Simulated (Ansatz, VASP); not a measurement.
# Ni: VASP beside Ansatz

```
Ni
1.0
    -1.32599    1.32599    1.32599
     1.32599   -1.32599    1.32599
     1.32599    1.32599   -1.32599
Ni
1
Direct
  0.00000 0.00000 0.00000
```

Change from the starting cell: volume scaled by 0.88, no spin polarisation, PAW files.

Alike in both runs: task single point; functional LDA; k mesh 17 × 17 × 17; occupations fermi-dirac, width 0.05 eV; no spin polarisation.

|  | VASP | Ansatz |
| --- | --- | --- |
| version | VASP 6.6.1 | Ansatz 0.2.0 |
| potentials or method | VASP PAW LDA potentials, release 64 (Ni) | PAW with Ansatz's default frozen-core files, scalar-relativistic |
| plane-wave cutoff (eV) | 520 | 420 |
| valence electrons in the cell | 10 | 18 |

|  | VASP | Ansatz | Ansatz less VASP |
| --- | --- | --- | --- |
| pressure (GPa) | 22.2 | 22.4 | +0.25 |

LDA's correlation is that of Perdew and Zunger in VASP and of Perdew and Wang (1992) in Ansatz. VASP's potentials hold 10 valence electrons a cell and Ansatz's 18, so a difference there can come from the potentials and not from the codes.
